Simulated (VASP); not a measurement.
# ZrB2 (P6/mmm) in VASP: notebook

Runs on ZrB2. Level: PBE. Tasks: relaxation of shape and atoms at fixed volume.

Program: VASP 6.6.1. These are calculated values, not measurements. Logs are shortened: lines on timing, memory, paths and dates and some standing lists are left out, and cuts for length are marked.

## Step 1: The cell of the first run

Symmetry: P6/mmm, No. 191, hexagonal system. The conventional cell has a = 3.108 Å, b = 3.108 Å, c = 3.466 Å, α = 90.00°, β = 90.00°, γ = 120.00°. Within 3.3 Å of Zr (site symmetry 6/mmm) lie 12 B at 2.49 Å and 6 Zr at 3.11 Å. B (site symmetry -6m2) has 3 B at 1.79 Å and 6 Zr at 2.49 Å within 2.5 Å.

## Step 2: Relaxation of shape and atoms at fixed volume, PBE (9.67 Å³/atom)

File INCAR:

```
PREC = Accurate
ENCUT = 600
EDIFF = 1E-7
ISMEAR = 0
SIGMA = 0.1
LREAL = False
LASPH = True
NELM = 60
ALGO = Normal
ISIF = 4
LWAVE = False
LCHARG = False
GGA = PE
IBRION = 2
NSW = 50
EDIFFG = -0.01
```

File KPOINTS:

```
Automatic mesh
0
Gamma
  15 15 12
```

File POSCAR:

```
ZrB2
1.0
    3.1083109581      0.0000000000      0.0000000000
   -1.5541554791      2.6918762526      0.0000000000
    0.0000000000      0.0000000000      3.4657874343
Zr B
1 2
Direct
    0.0000000000      0.0000000000      0.0000000000
    0.3333333333      0.6666666667      0.5000000000
    0.6666666667      0.3333333333      0.5000000000
```

Potentials or basis: VASP PAW PBE potentials, release 64 (Zr_sv, B).

The run is started by

```bash
cat potpaw_PBE.64/Zr_sv/POTCAR potpaw_PBE.64/B/POTCAR > POTCAR
mpirun -np 1 vasp_std > vasp.out
```

OUTCAR:

```text
PREC = Accurate
   ENCUT = 600
   EDIFF = 1E-7
   ISMEAR = 0
   LREAL = False
   LASPH = True
   NELM = 60
   ISIF = 4
   GGA = PE
   IBRION = 2
   NSW = 50
   EDIFFG = -0.01

 ion  position               nearest neighbor table
   1  0.000  0.000  0.000-   2 2.49   3 2.49   2 2.49   3 2.49   3 2.49   3 2.49   2 2.49   2 2.49
                             3 2.49   3 2.49   2 2.49   2 2.49
   2  0.333  0.667  0.500-   3 1.79   3 1.79   3 1.79   1 2.49   1 2.49   1 2.49   1 2.49   1 2.49
                             1 2.49
   3  0.667  0.333  0.500-   2 1.79   2 1.79   2 1.79   1 2.49   1 2.49   1 2.49   1 2.49   1 2.49
                             1 2.49

  LATTYP: Found a hexagonal cell.
 ALAT       =     3.1083109581
 C/A-ratio  =     1.1150066647

  Lattice vectors:

 A1 = (   3.1083109581,   0.0000000000,   0.0000000000)
 A2 = (  -1.5541554791,   2.6918762526,   0.0000000000)
 A3 = (   0.0000000000,   0.0000000000,   3.4657874343)

Analysis of symmetry for initial positions (statically):
=====================================================================
 Subroutine PRICEL returns:
 Original cell was already a primitive cell.

 Routine SETGRP: Setting up the symmetry group for a
 hexagonal supercell.

 Subroutine GETGRP returns: Found 24 space group operations
 (whereof 24 operations were pure point group operations)
 out of a pool of 24 trial point group operations.

The static configuration has the point symmetry D_6h.

Analysis of symmetry for dynamics (positions and initial velocities):
=====================================================================
 Subroutine PRICEL returns:
 Original cell was already a primitive cell.

 Routine SETGRP: Setting up the symmetry group for a
 hexagonal supercell.

 Subroutine GETGRP returns: Found 24 space group operations
 (whereof 24 operations were pure point group operations)
 out of a pool of 24 trial point group operations.

The dynamic configuration has the point symmetry D_6h.

 Subroutine INISYM returns: Found 24 space group operations
 (whereof 24 operations are pure point group operations),
 and found     1 'primitive' translations

----------------------------------------------------------------------------------------

                                     Primitive cell

  volume of cell :      28.9989

  direct lattice vectors                    reciprocal lattice vectors
     3.108310958  0.000000000  0.000000000     0.321718134  0.185744051  0.000000000
    -1.554155479  2.691876253  0.000000000     0.000000000  0.371488102  0.000000000
     0.000000000  0.000000000  3.465787434     0.000000000  0.000000000  0.288534718

  length of vectors
     3.108310958  3.108310958  3.465787434     0.371488102  0.371488102  0.288534718

  position of ions in fractional coordinates (direct lattice)
     0.000000000  0.000000000  0.000000000
     0.333333333  0.666666667  0.500000000
     0.666666667  0.333333333  0.500000000

  ion indices of the primitive-cell ions
   primitive index   ion index
                 1           1
                 2           2
                 3           3

----------------------------------------------------------------------------------------

 KPOINTS: Automatic mesh

Automatic generation of k-mesh.
 Grid dimensions read from file:
 generate k-points for:   15   15   12

 Generating k-lattice:

  Cartesian coordinates                     Fractional coordinates (reciprocal lattice)
     0.021447876  0.012382937  0.000000000     0.066666667 -0.000000000  0.000000000
     0.000000000  0.024765873  0.000000000     0.000000000  0.066666667  0.000000000
     0.000000000  0.000000000  0.024044560     0.000000000  0.000000000  0.083333333
[... 73 lines left out ...]
   EFERMI_NEDOS =   21; number of points for ismear=-14 and -15
   IALGO  =     38    algorithm
   IMIX   =      4    mixing-type and parameters
     AMIX     =   0.40;   BMIX     =  1.00
     AMIX_MAG =   1.60;   BMIX_MAG =  1.00
  volume/ion in A,a.u.               =       9.67        65.23
  Fermi-wavevector in a.u.,A,eV,Ry     =   1.396492  2.638988 26.533951  1.950190
  Thomas-Fermi vector in A             =   2.519841
   LORBIT       =      0    0 simple, 1 ext, 2 COOP (PROOUT), +10 PAW based schemes
   GGA     = PE    functional components
   LHFCALC =     F    Hartree Fock is set to
   AEXX    =    0.0000 exact exchange contribution
   IVDW    =     0    specifies the selected vdW correction
   LEPSILON=     F    determine dielectric tensor
   LRPA    =     F    only Hartree local field effects (RPA)
 conjugate gradient relaxation of ions
 non-spin polarized calculation
 Gauss-broadening in eV      SIGMA  =   0.10
  energy-cutoff  :      600.00
  volume of cell :       29.00
 maximum number of plane-waves:       997
 NGX is ok and might be reduce to    28
   NGX = 13   NGY = 13   NGZ = 13

--------------------------------------- Ionic step        1  -------------------------------------------

 number of electron      18.0000000 magnetization

 Free energy of the ion-electron system (eV)
  ---------------------------------------------------
  ext. energy  EPLUGINS =         0.00000000
  ---------------------------------------------------
  free energy    TOTEN  =       -24.88687984 eV

  energy without entropy =      -24.88584159  energy(sigma->0) =      -24.88636072

------------------------ aborting loop because EDIFF is reached ----------------------------------------

  FORCE on cell =-STRESS in cart. coord.  units (eV):
  Direction    XX          YY          ZZ          XY          YZ          ZX
  --------------------------------------------------------------------------------------
  -------------------------------------------------------------------------------------
  Total        3.0759334      3.0759334      2.9756549     -0.0000000      0.0000000     -0.0000000
  in kB      169.9440775    169.9440775    164.4037342     -0.0000000      0.0000000     -0.0000000
  external PRESSURE =     168.0972964 kB  Pullay stress =       0.0000000 kB

 VOLUME and BASIS-vectors are now :
 -----------------------------------------------------------------------------
  energy-cutoff  :      600.00
  volume of cell :       29.00
      direct lattice vectors                 reciprocal lattice vectors
     3.108310958  0.000000000  0.000000000     0.321718134  0.185744051  0.000000000
    -1.554155479  2.691876253  0.000000000     0.000000000  0.371488102  0.000000000
     0.000000000  0.000000000  3.465787434     0.000000000  0.000000000  0.288534718

 POSITION                                       TOTAL-FORCE (eV/Angst)
 -----------------------------------------------------------------------------------
      0.00000      0.00000      0.00000         0.000000      0.000000      0.000000
     -0.00000      1.79458      1.73289         0.000000      0.000000      0.000000
      1.55416      0.89729      1.73289        -0.000000      0.000000     -0.000000
 -----------------------------------------------------------------------------------
    total drift:                               -0.000000      0.000000      0.000000

  FREE ENERGIE OF THE ION-ELECTRON SYSTEM (eV)
  ---------------------------------------------------
  free  energy   TOTEN  =       -24.8868798371 eV

  energy  without entropy=      -24.8858415933  energy(sigma->0) =      -24.88636072

--------------------------------------- Ionic step        2  -------------------------------------------

 number of electron      18.0000000 magnetization

 Free energy of the ion-electron system (eV)
  ---------------------------------------------------
  ext. energy  EPLUGINS =         0.00000000
  ---------------------------------------------------
  free energy    TOTEN  =       -24.88692928 eV

  energy without entropy =      -24.88589095  energy(sigma->0) =      -24.88641012

 E-fermi :  11.1782     XC(G=0): -12.7207

 val. band max:       11.1507604405   @ k =   0.0667   0.0667   0.4167
 cond. band min:      11.1819340205   @ k =   0.4000   0.1333   0.0000
 fundamental gap:      0.0311735800
 Fermi energy:        11.1782298349

 k-point     1 :       0.0000    0.0000    0.0000
  band No.  band energies     occupation
      1     -37.2548      2.00000
      2     -15.4784      2.00000
      3     -14.8309      2.00000
      4     -14.8309      2.00000
      5      -1.8122      2.00000
      6       8.4282      2.00000
      7       8.4282      2.00000
      8       8.4721      2.00000
      9       8.8827      2.00000
     10      14.8582      0.00000
     11      14.8582      0.00000
     12      15.6747      0.00000
     13      15.6747      0.00000
[... 354 lines left out ...]
  band No.  band energies     occupation
      1     -37.0946      2.00000
      2     -15.8331      2.00000
      3     -15.3486      2.00000
      4     -15.2445      2.00000
      5       2.6404      2.00000
      6       2.9027      2.00000
      7       5.5157      2.00000
      8       7.6380      2.00000
      9      10.1332      2.00000
     10      10.9292      1.99957
     11      14.1103      0.00000
     12      15.6235      0.00000
     13      17.9655      0.00000

 [... further k-points ...]

------------------------ aborting loop because EDIFF is reached ----------------------------------------

  FORCE on cell =-STRESS in cart. coord.  units (eV):
  Direction    XX          YY          ZZ          XY          YZ          ZX
  --------------------------------------------------------------------------------------
  -------------------------------------------------------------------------------------
  Total        3.0361934      3.0361934      3.0444137     -0.0000000     -0.0000000      0.0000000
  in kB      167.7484568    167.7484568    168.2026260     -0.0000000     -0.0000000      0.0000000
  external PRESSURE =     167.8998466 kB  Pullay stress =       0.0000000 kB

 VOLUME and BASIS-vectors are now :
 -----------------------------------------------------------------------------
  energy-cutoff  :      600.00
  volume of cell :       29.00
      direct lattice vectors                 reciprocal lattice vectors
     3.109982643 -0.000000000 -0.000000000     0.321545203  0.185644209 -0.000000000
    -1.554991321  2.693323974  0.000000000     0.000000000  0.371288419 -0.000000000
     0.000000000  0.000000000  3.462062561     0.000000000  0.000000000  0.288845156

 POSITION                                       TOTAL-FORCE (eV/Angst)
 -----------------------------------------------------------------------------------
      0.00000     -0.00000      0.00000        -0.000000      0.000000      0.000000
     -0.00000      1.79555      1.73103         0.000000      0.000000      0.000000
      1.55499      0.89777      1.73103        -0.000000     -0.000000     -0.000000
 -----------------------------------------------------------------------------------
    total drift:                               -0.000000      0.000000      0.000000

  FREE ENERGIE OF THE ION-ELECTRON SYSTEM (eV)
  ---------------------------------------------------
  free  energy   TOTEN  =       -24.8869292838 eV

  energy  without entropy=      -24.8858909479  energy(sigma->0) =      -24.88641012

 reached required accuracy - stopping structural energy minimisation
```

Wall time 3.6 min (1 thread of Intel Xeon 8259CL, shared host); peak memory 0.23 GiB.

What came out:

| Quantity | Value |
| --- | --- |
| Free energy | -24.8869 eV |
| Energy gained by relaxing | 0.0 meV/atom |
| Ionic steps | 2 |
| Pressure after relaxing | 16.8 GPa |
| Band gap on the k mesh | zero (bands 9 and 10 overlap by 1.06 eV) |

Final structure:
```xyz
3
Lattice="3.1100 0.0000 0.0000 -1.5550 2.6933 0.0000 0.0000 0.0000 3.4621" Properties=species:S:1:pos:R:3 pbc="T T T"
Zr    0.0000    0.0000    0.0000
B     0.0000    1.7955    1.7310
B     1.5550    0.8978    1.7310
```

[end of part 1 of 2]

The gap in the log of VASP goes by the Fermi energy; the results here count the filled bands.